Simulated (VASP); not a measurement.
SnO2: single point with PBE+D3(BJ)

The system is SnO2.

```
Sn O
1.0
    -6.51796    0.00000    0.00000
    -3.25898    5.64472    0.00000
    -3.25898    1.88157   -8.64291
Sn O
8 16
Direct
  0.89614 0.95454 0.20674
  0.44201 0.42150 0.71190
  0.92279 0.45391 0.70663
  0.41594 0.94211 0.17305
  0.95820 0.94758 0.67699
  0.43168 0.42949 0.21065
  0.43427 0.94902 0.71381
  0.92764 0.44217 0.20314
  0.05182 0.57788 0.82271
  0.53595 0.07661 0.32012
  0.57533 0.54417 0.82485
  0.05367 0.08096 0.32454
  0.58709 0.05929 0.82460
  0.04507 0.60029 0.32640
  0.82868 0.78825 0.58801
  0.28703 0.34387 0.06681
  0.54823 0.57883 0.31158
  0.06970 0.06714 0.81284
  0.78527 0.31313 0.09362
  0.34173 0.78152 0.60256
  0.79162 0.81984 0.08692
  0.30812 0.30534 0.59761
  0.27467 0.80173 0.08650
  0.79822 0.31889 0.58906
```

This cell differs from its parent crystal: dynamics (nvt langevin) at 900 K, volume x 1.02, from the last frame before.

* Program: VASP 6.6.1
* Task: single point
* Functional: PBE
* Dispersion: D3(BJ)
* Potentials or basis: VASP PAW PBE potentials, release 64 (Sn_d, O)
* Cutoff: 520 eV
* k mesh: 3 × 3 × 2, shifted
* Occupations: fermi-dirac, width 0.0776 eV
* Spin: no spin polarisation
* Dipole correction: no
* Further INCAR settings: LREAL = Auto; ALGO = Normal; EDIFF = 1e-07; NBANDS = 122

| Property | Result |
| --- | --- |
| Pressure | -1.5 GPa |
| Largest force | 2.862 eV/Å |
| Band gap on the k mesh | 1.57 eV (least direct gap 1.72 eV) |
| Dispersion energy per atom | -0.197 eV |

Forces in eV/Å, atoms in the order of the input:
```
Sn  -1.267 -1.256 -0.401
Sn   0.280  1.650 -0.913
Sn  -0.846 -2.363 -1.051
Sn  -0.924  1.055 -0.630
Sn  -0.378 -0.853 -1.044
Sn   2.151  1.823  0.052
Sn   0.270 -2.069 -0.332
Sn  -0.462  1.047 -0.171
O   -0.415 -0.296  0.735
O    0.563 -0.428  0.104
O   -0.112  1.150 -0.276
O    0.143 -0.479  0.980
O    0.756 -0.576  0.357
O    0.771 -1.647  0.445
O    0.539  2.685  0.831
O    0.051 -0.952 -1.628
O   -0.270  0.149  0.202
O    0.415  0.350  0.133
O   -0.930 -0.155  0.478
O    0.664  1.128  0.799
O    0.387 -0.212 -0.113
O   -0.226  0.164  0.440
O   -0.708  0.712  0.390
O   -0.455 -0.628  0.614
```

Stress tensor (GPa, compression positive):
```
-2.11 -0.03 -0.99
-0.03 -1.19  2.10
-0.99  2.10 -1.30
```

Levels at points of the mesh, in eV from the valence-band top:
```
           k point  band 101  band 102  band 103  band 104  band 105  band 106  band 107  band 108
(0.00, 0.00, 0.25)     -0.43     -0.28     -0.24     -0.15      1.57      2.83      3.92      4.13
```

Run time: 17 min on 1 thread of AMD EPYC 7R13 (shared host), peak memory 0.49 GiB.

Caveat: the atoms stand as in a frame of molecular dynamics; spin-orbit coupling is left out, which moves the levels of the heavy elements; a shifted mesh leaves out Γ, where band edges can lie; forces of over 1 eV/Å act on the atoms, so gaps and moduli don't describe the material at rest. A k mesh can miss the band edges.
